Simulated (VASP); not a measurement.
Set up this calculation in VASP 6.6.1, as the native input.

```yaml
Task: single point
Functional: r2SCAN
Potentials_or_basis: VASP PAW PBE potentials, release 64 (Si, C)
Cutoff: 520 eV
k_mesh: 12 × 12 × 6
Occupations: gaussian, width 0.02 eV
Spin: no spin polarisation
Dipole_correction: no
Further_INCAR_settings: ALGO = Normal; EDIFF = 1e-06; NBANDS = 16
```

The system is SiC.

```
Si C
1.0
     3.07530    0.00000    0.00000
    -1.53765    2.66329    0.00000
     0.00000    0.00000    5.04834
Si C
2 2
Direct
  0.33333 0.66667 0.49960
  0.66667 0.33333 0.99960
  0.33333 0.66667 0.87540
  0.66667 0.33333 0.37540
```

These files were run (other wordings do the same):

POSCAR

```
SiC
1.0
    3.0752975751      0.0000000000      0.0000000000
   -1.5376487876      2.6632858243      0.0000000000
    0.0000000000      0.0000000000      5.0483410006
Si C
2 2
Direct
    0.3333333333      0.6666666667      0.4996013827
    0.6666666667      0.3333333333      0.9996013827
    0.3333333333      0.6666666667      0.8753986173
    0.6666666667      0.3333333333      0.3753986173
```

INCAR.step1

```
ALGO = Normal
EDIFF = 1E-4
ENCUT = 520
GGA = PE
ISMEAR = 0
LASPH = T
LCHARG = F
LREAL = F
LWAVE = T
NBANDS = 16
NELM = 100
PREC = Accurate
SIGMA = 0.02
```

INCAR.step2

```
ALGO = Normal
EDIFF = 1E-6
ENCUT = 520
ISIF = 2
ISMEAR = 0
ISTART = 1
LASPH = T
LCHARG = F
LMIXTAU = T
LREAL = F
LWAVE = F
METAGGA = R2SCAN
NBANDS = 16
NELM = 100
PREC = Accurate
SIGMA = 0.02
```

KPOINTS

```
k-points
0
Gamma
  12 12 6
```

Potentials or basis: VASP PAW PBE potentials, release 64 (Si, C).

Launch:

```console
$ cat potpaw_PBE.64/Si/POTCAR potpaw_PBE.64/C/POTCAR > POTCAR
$ cp INCAR.step1 INCAR
$ mpirun -np 1 vasp_std > vasp.out
$ cp INCAR.step2 INCAR
$ mpirun -np 1 vasp_std > vasp.out
```

Results of the run:

```yaml
Pressure: -0.2 GPa
Band_gap_on_the_k_mesh: 2.66 eV (least direct gap 4.48 eV)
```

Caveat: the PAW data sets were made with another functional, which shifts forces and pressure a little.

Run time: 110 s on 1 thread of Intel(R) Xeon(R) Platinum 8259CL CPU @ 2.50GHz (Skylake/Cascade Lake), on a shared host, peak memory 0.18 GiB.
